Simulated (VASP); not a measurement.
The system is Y2AlN3.

```
Y Al N
1.0
     5.82035    0.00000    0.00000
    -2.91017    5.04057    0.00000
     0.00000    0.00000    3.93580
Y Al N
2 1 3
Direct
  0.33333 0.66667 0.11875
  0.66667 0.33333 0.88125
  0.00000 0.00000 0.50000
  0.33928 0.00000 0.50000
  0.00000 0.33928 0.50000
  0.66072 0.66072 0.50000
```

The cell was generated, and may not be a known phase.

```yaml
Program: VASP 6.6.1
Task: relaxation of cell and atoms
Functional: PBE
Potentials_or_basis: VASP PAW PBE potentials, release 64 (Y_sv, Al, N)
Cutoff: 600 eV
k_mesh: 3 × 3 × 4
Occupations: gaussian, width 0.1 eV
Spin: no spin polarisation
```

At the start: pressure -19.3 GPa; volume 19.24 Å³/atom.

Q: How do energy, volume and symmetry change on relaxing?

A: Over 14 steps the energy falls by 488.6 meV/atom and the volume is 14.42 Å³/atom (-25.1 %); space group P321 (No. 150, to 0.1 Å) before and after.

The path:
| step | energy change (eV) | largest force (eV/Å) | pressure (GPa) | volume (Å³) |
| --- | --- | --- | --- | --- |
| 1 | 0.0000 | 2.5651 | -19.26 | 115.47 |
| 2 | -2.1566 | 2.2661 | 20.99 | 80.47 |
| 3 | -2.7148 | 0.5900 | 2.30 | 89.40 |
| 4 | -2.8679 | 0.3664 | -1.19 | 90.61 |
| 5 | -2.8681 | 0.3638 | -1.28 | 90.64 |
| 6 | -2.8858 | 0.2922 | 0.23 | 89.33 |
| 7 | -2.8858 | 0.2919 | 0.23 | 89.32 |
| 8 | -2.8982 | 0.2167 | -0.11 | 89.08 |
| 9 | -2.9209 | 0.1689 | -0.94 | 88.35 |
| 10 | -2.9183 | 0.1397 | -1.63 | 86.90 |
| 11 | -2.9259 | 0.1185 | -1.45 | 87.61 |
| 12 | -2.9303 | 0.0479 | 0.54 | 86.07 |
| 13 | -2.9309 | 0.0669 | 0.00 | 86.47 |
| 14 | -2.9315 | 0.0323 | -0.08 | 86.54 |

Final structure:
```
CELL_PARAMETERS angstrom
5.58098 0.00000 0.00000
-2.79049 4.83327 0.00000
0.00000 0.00000 3.20808
ATOMIC_POSITIONS crystal
Y 0.33333 0.66667 0.08047
Y 0.66667 0.33333 0.91953
Al 0.00000 0.00000 0.50000
N 0.33197 0.00000 0.50000
N 0.00000 0.33197 0.50000
N 0.66803 0.66803 0.50000
```

Caveat: the volume moved by over 15 % at a fixed basis, so the end points are rough.
